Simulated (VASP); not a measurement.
# Na (Im-3m) in VASP: a series of runs

Runs on Na. Level: LDA. Tasks: single point.

All numbers are computed with VASP 6.6.1; they aren't measurements. Logs are shortened: lines on timing, memory, paths and dates and some standing lists are left out, and cuts for length are marked.

**1. The cell of the first run**

Symmetry: Im-3m, No. 229, cubic system. The conventional cell has a = 4.057 Å, b = 4.057 Å, c = 4.057 Å, α = 90.00°, β = 90.00°, γ = 90.00°. Na (site symmetry m-3m) has 14 Na at 3.51 to 4.06 Å within 4.6 Å.

**2. Single point, LDA**

INCAR reads:

```
SYSTEM = Na
PREC = Accurate
ENCUT = 520
EDIFF = 1E-6
ISMEAR = 0
SIGMA = 0.1
LREAL = .FALSE.
LASPH = .TRUE.
NELM = 100
ALGO = Normal
ISIF = 2
LWAVE = .FALSE.
LCHARG = .TRUE.
GGA = CA
LELF = .TRUE.
LVHAR = .TRUE.
NBANDS = 10
```

KPOINTS reads:

```
Automatic mesh
0
G
  11 11 11
  0 0 0
```

POSCAR reads:

```
Na
1.0
   -2.0287155323      2.0287155323      2.0287155323
    2.0287155323     -2.0287155323      2.0287155323
    2.0287155323      2.0287155323     -2.0287155323
Na
1
Direct
    0.0000000000      0.0000000000      0.0000000000
```

Potentials or basis: VASP PAW LDA potentials, release 64 (Na_pv).

Launch:

```sh
cat potpaw_LDA.64/Na_pv/POTCAR > POTCAR
mpirun -np 1 vasp_std > vasp.out
```

OUTCAR:

```text
SYSTEM = Na
   PREC = Accurate
   ENCUT = 520
   EDIFF = 1E-6
   ISMEAR = 0
   LREAL = .FALSE.
   LASPH = .TRUE.
   NELM = 100
   ISIF = 2
   GGA = CA

 ion  position               nearest neighbor table
   1  0.000  0.000  0.000-

  LATTYP: Found a body centered cubic cell.
 ALAT       =     4.0574310646

  Lattice vectors:

 A1 = (  -2.0287155323,   2.0287155323,   2.0287155323)
 A2 = (   2.0287155323,  -2.0287155323,   2.0287155323)
 A3 = (   2.0287155323,   2.0287155323,  -2.0287155323)

Analysis of symmetry for initial positions (statically):
=====================================================================
 Subroutine PRICEL returns:
 Original cell was already a primitive cell.

 Routine SETGRP: Setting up the symmetry group for a
 body centered cubic supercell.

 Subroutine GETGRP returns: Found 48 space group operations
 (whereof 48 operations were pure point group operations)
 out of a pool of 48 trial point group operations.

The static configuration has the point symmetry O_h .

Analysis of symmetry for dynamics (positions and initial velocities):
=====================================================================
 Subroutine PRICEL returns:
 Original cell was already a primitive cell.

 Routine SETGRP: Setting up the symmetry group for a
 body centered cubic supercell.

 Subroutine GETGRP returns: Found 48 space group operations
 (whereof 48 operations were pure point group operations)
 out of a pool of 48 trial point group operations.

The dynamic configuration has the point symmetry O_h .

 Subroutine INISYM returns: Found 48 space group operations
 (whereof 48 operations are pure point group operations),
 and found     1 'primitive' translations

----------------------------------------------------------------------------------------

                                     Primitive cell

  volume of cell :      33.3982

  direct lattice vectors                    reciprocal lattice vectors
    -2.028715532  2.028715532  2.028715532     0.000000000  0.246461365  0.246461365
     2.028715532 -2.028715532  2.028715532     0.246461365  0.000000000  0.246461365
     2.028715532  2.028715532 -2.028715532     0.246461365  0.246461365  0.000000000

  length of vectors
     3.513838376  3.513838376  3.513838376     0.348549005  0.348549005  0.348549005

  position of ions in fractional coordinates (direct lattice)
     0.000000000  0.000000000  0.000000000

  ion indices of the primitive-cell ions
   primitive index   ion index
                 1           1

----------------------------------------------------------------------------------------

 KPOINTS: Automatic mesh

Automatic generation of k-mesh.
 Grid dimensions read from file:
 generate k-points for:   11   11   11

 Generating k-lattice:

  Cartesian coordinates                     Fractional coordinates (reciprocal lattice)
     0.000000000  0.022405579  0.022405579     0.090909091  0.000000000  0.000000000
     0.022405579  0.000000000  0.022405579     0.000000000  0.090909091  0.000000000
     0.022405579  0.022405579  0.000000000     0.000000000  0.000000000  0.090909091

  Length of vectors
     0.031686273  0.031686273  0.031686273

  Shift w.r.t. Gamma in fractional coordinates (k-lattice)
     0.000000000  0.000000000  0.000000000

 Subroutine IBZKPT returns following result:
 ===========================================

 Found     56 irreducible k-points:

 Following reciprocal coordinates:
            Coordinates               Weight
  0.000000  0.000000  0.000000      1.000000
  0.090909  0.000000  0.000000     12.000000
  0.181818  0.000000  0.000000     12.000000
  0.272727  0.000000  0.000000     12.000000
  0.363636  0.000000  0.000000     12.000000
  0.454545  0.000000  0.000000     12.000000
[... 16 lines left out ...]
  0.272727  0.181818  0.090909     48.000000
  0.363636  0.181818  0.090909     24.000000
 [... further k-points ...]
   k-points           NKPTS =     56   k-points in BZ     NKDIM =     56   number of bands    NBANDS=     10
   number of dos      NEDOS =    301   number of ions     NIONS =      1
   total plane-waves  NPLWV =  21952
   dimension x,y,z NGX =    28 NGY =   28 NGZ =   28
   dimension x,y,z NGXF=    56 NGYF=   56 NGZF=   56
   ions per type =               1
   NGX,Y,Z   is equivalent  to a cutoff of  13.25, 13.25, 13.25 a.u.
   NGXF,Y,Z  is equivalent  to a cutoff of  26.49, 26.49, 26.49 a.u.
 SYSTEM =  Na
   PREC   = accura    normal or accurate (medium, high low for compatibility)
   ISTART =      0    job   : 0-new  1-cont  2-samecut
   ICHARG =      2    charge: 1-file 2-atom 10-const
   ISPIN  =      1    spin polarized calculation?
   LNONCOLLINEAR =      F non collinear calculations
   LSORBIT =      F    spin-orbit coupling
   LASPH  =      T    aspherical Exc in radial PAW
   ENCUT  =  520.0 eV  38.22 Ry    6.18 a.u.   6.53  6.53  6.53*2*pi/ulx,y,z
   NELM   =    100;   NELMIN=  2; NELMDL= -5     # of ELM steps
   EDIFF  = 0.1E-05   stopping-criterion for ELM
   LREAL  =      F    real-space projection
   EDIFFG = 0.1E-04   stopping-criterion for IOM
   NSW    =      0    number of steps for IOM
   IBRION =     -1    ionic relax: 0-MD 1-quasi-New 2-CG
   NFREE  =      0    steps in history (QN), initial steepest desc. (CG)
   ISIF   =      2    stress and relaxation
   ISYM   =      2    0-nonsym 1-usesym 2-fastsym
   POTIM  = 0.5000    time-step for ionic-motion
   TEBEG  =    0.0;   TEEND  =   0.0 temperature during run
   PSTRESS=    0.0 pullay stress
   NELECT =       7.0000    total number of electrons
   NUPDOWN=      -1.0000    fix difference up-down
   EMIN   =  10.00;   EMAX   =-10.00  energy-range for DOS
   EFERMI =   0.00;   METHOD = LEGACY
   ISMEAR =     0;   SIGMA  =   0.10  broadening in eV -4-tet -1-fermi 0-gaus
   EFERMI_NEDOS =   21; number of points for ismear=-14 and -15
   IALGO  =     38    algorithm
   IMIX   =      4    mixing-type and parameters
     AMIX     =   0.40;   BMIX     =  1.00
     AMIX_MAG =   1.60;   BMIX_MAG =  1.00
  volume/ion in A,a.u.               =      33.40       225.38
  Fermi-wavevector in a.u.,A,eV,Ry     =   0.972448  1.837660 12.866417  0.945655
  Thomas-Fermi vector in A             =   2.102747
   LORBIT       =      0    0 simple, 1 ext, 2 COOP (PROOUT), +10 PAW based schemes
   GGA     = CA    functional components
   LHFCALC =     F    Hartree Fock is set to
   AEXX    =    0.0000 exact exchange contribution
   IVDW    =     0    specifies the selected vdW correction
   LEPSILON=     F    determine dielectric tensor
   LRPA    =     F    only Hartree local field effects (RPA)
 non-spin polarized calculation
 Gauss-broadening in eV      SIGMA  =   0.10
  energy-cutoff  :      520.00
  volume of cell :       33.40
 maximum number of plane-waves:       935
 NGX is ok and might be reduce to    28
   NGX = 13   NGY = 13   NGZ = 13

 number of electron       7.0000010 magnetization

 Free energy of the ion-electron system (eV)
  ---------------------------------------------------
  ext. energy  EPLUGINS =         0.00000000
  ---------------------------------------------------
  free energy    TOTEN  =        -1.45825253 eV

  energy without entropy =       -1.45657252  energy(sigma->0) =       -1.45741253

 E-fermi :   0.4886     XC(G=0):  -7.0276

 val. band max:        0.4328380792   @ k =  -0.3636   0.4545   0.0909
 cond. band min:       0.5772037024   @ k =   0.1818   0.1818   0.1818
 fundamental gap:      0.1443656232
 Fermi energy:         0.4885991783

 k-point     1 :       0.0000    0.0000    0.0000
  band No.  band energies     occupation
      1     -24.3995      2.00000
      2     -24.3995      2.00000
      3     -24.3995      2.00000
      4      -3.0430      2.00000
      5      12.7852      0.00000
      6      12.7852      0.00000
      7      12.7852      0.00000
      8      13.9582      0.00000
      9      13.9582      0.00000
     10      14.6649      0.00000

 k-point     2 :       0.0909    0.0000    0.0000
  band No.  band energies     occupation
      1     -24.4037      2.00000
      2     -24.4008      2.00000
      3     -24.3995      2.00000
      4      -2.8863      2.00000
      5      11.0786      0.00000
      6      11.9689      0.00000
      7      12.2948      0.00000
      8      12.9778      0.00000
      9      13.3192      0.00000
     10      15.0025      0.00000

 k-point     3 :       0.1818    0.0000    0.0000
  band No.  band energies     occupation
      1     -24.4150      2.00000
      2     -24.4046      2.00000
      3     -24.3995      2.00000
      4      -2.4192      2.00000
      5       8.5960      0.00000
      6      10.8782      0.00000
      7      11.5261      0.00000
      8      11.9444      0.00000
      9      12.8937      0.00000
     10      15.1995      0.00000

 k-point     4 :       0.2727    0.0000    0.0000
  band No.  band energies     occupation
      1     -24.4297      2.00000
      2     -24.4094      2.00000
      3     -24.3994      2.00000
      4      -1.6511      2.00000
      5       6.2864      0.00000
      6      10.0133      0.00000
      7      10.8913      0.00000
      8      11.1627      0.00000
      9      12.3195      0.00000
     10      15.8633      0.00000

 k-point     5 :       0.3636    0.0000    0.0000
  band No.  band energies     occupation
      1     -24.4431      2.00000
      2     -24.4139      2.00000
      3     -24.3994      2.00000
      4      -0.5966      2.00000
      5       4.2056      0.00000
      6       9.4277      0.00000
      7      10.4591      0.00000
      8      10.6427      0.00000
      9      11.8280      0.00000
     10      16.6261      0.00000

 k-point     6 :       0.4545    0.0000    0.0000
  band No.  band energies     occupation
      1     -24.4510      2.00000
      2     -24.4166      2.00000
      3     -24.3994      2.00000
      4       0.7140      0.00143
      5       2.3836      0.00000
      6       9.1333      0.00000
      7      10.2420      0.00000
      8      10.3835      0.00000
      9      11.5560      0.00000
     10      17.3671      0.00000
[... 183 lines left out ...]
 k-point    21 :      -0.0909    0.0909    0.0909
  band No.  band energies     occupation
      1     -24.4049      2.00000
      2     -24.4023      2.00000
      3     -24.4023      2.00000
      4      -2.7300      2.00000
      5      10.9022      0.00000
      6      10.9022      0.00000
      7      11.2913      0.00000
      8      12.8527      0.00000
      9      13.0828      0.00000
     10      15.1344      0.00000

 k-point    22 :       0.1818    0.1818    0.0909
  band No.  band energies     occupation
      1     -24.4399      2.00000
      2     -24.4123      2.00000
      3     -24.4060      2.00000
      4      -0.4481      2.00000
      5       5.4956      0.00000
      6       6.1409      0.00000
      7       8.0042      0.00000
      8      14.7445      0.00000
      9      15.3729      0.00000
     10      16.6612      0.00000

 k-point    23 :       0.2727    0.1818    0.0909
  band No.  band energies     occupation
      1     -24.4423      2.00000
      2     -24.4193      2.00000
      3     -24.4071      2.00000
      4       0.7207      0.00103
      5       3.8547      0.00000
      6       5.5035      0.00000
      7       7.5087      0.00000
      8      14.6865      0.00000
      9      15.8857      0.00000
     10      16.7975      0.00000

 k-point    24 :       0.3636    0.1818    0.0909
  band No.  band energies     occupation
      1     -24.4423      2.00000
      2     -24.4229      2.00000
      3     -24.4074      2.00000
      4       1.9167      0.00000
      5       2.4409      0.00000
      6       5.3422      0.00000
      7       7.3509      0.00000
      8      14.5968      0.00000
      9      16.0243      0.00000
     10      17.1957      0.00000

 [... further k-points ...]
[... 5 lines left out ...]
  --------------------------------------------------------------------------------------
  -------------------------------------------------------------------------------------
  Total       -0.0154737     -0.0154737     -0.0154737      0.0000000      0.0000000      0.0000000
  in kB       -0.7423016     -0.7423016     -0.7423016      0.0000000      0.0000000      0.0000000
  external PRESSURE =      -0.7423016 kB  Pullay stress =       0.0000000 kB

 VOLUME and BASIS-vectors are now :
 -----------------------------------------------------------------------------
  energy-cutoff  :      520.00
  volume of cell :       33.40
      direct lattice vectors                 reciprocal lattice vectors
    -2.028715532  2.028715532  2.028715532     0.000000000  0.246461365  0.246461365
     2.028715532 -2.028715532  2.028715532     0.246461365  0.000000000  0.246461365
     2.028715532  2.028715532 -2.028715532     0.246461365  0.246461365  0.000000000

 POSITION                                       TOTAL-FORCE (eV/Angst)
 -----------------------------------------------------------------------------------
      0.00000      0.00000      0.00000         0.000000      0.000000      0.000000
 -----------------------------------------------------------------------------------
    total drift:                               -0.000000     -0.000000     -0.000000

  FREE ENERGIE OF THE ION-ELECTRON SYSTEM (eV)
  ---------------------------------------------------
  free  energy   TOTEN  =        -1.4582525281 eV

  energy  without entropy=       -1.4565725249  energy(sigma->0) =       -1.45741253
```

Wall time 9.3 s (1 thread of Intel Xeon Platinum 8488C (Sapphire Rapids), shared host); peak memory 0.14 GiB.

What came out:

| Quantity | Value |
| --- | --- |
| Free energy | -1.4583 eV |
| Pressure | -0.1 GPa |

**3. Single point, LDA**

INCAR reads:

```
SYSTEM = Na
  ALGO = Normal
  EDIFF = 1E-7
  ENCUT = 520
  ISIF = 2
  ISMEAR = 0
  LASPH = .TRUE.
  LCHARG = .FALSE.
  LREAL = .FALSE.
  LWAVE = .FALSE.
  NBANDS = 10
  NELM = 100
  PREC = Accurate
  SIGMA = 0.2
```

KPOINTS reads:

```
k-points
0
G
  11 11 11
  0 0 0
```

POSCAR is that of step 2.

Potentials or basis: VASP PAW LDA potentials, release 64 (Na_pv).

Launch:

```sh
cat potpaw_LDA.64/Na_pv/POTCAR > POTCAR
mpirun -np 1 vasp_std > vasp.out
```

Run time: 7.7 s. Hardware: 1 thread of Intel Xeon Platinum 8488C (Sapphire Rapids), shared host; peak memory 0.13 GiB.

Results (log left out):

| Quantity | Value |
| --- | --- |
| Free energy | -1.4608 eV |
| Pressure | 0.0 GPa |

Levels at points of the mesh, in eV from the Fermi level:
```tsv
k point	band 1	band 2	band 3	band 4	band 5	band 6	band 7
(0.00, 0.00, 0.00)	-24.90	-24.90	-24.90	-3.54	12.28	12.28	12.28
```
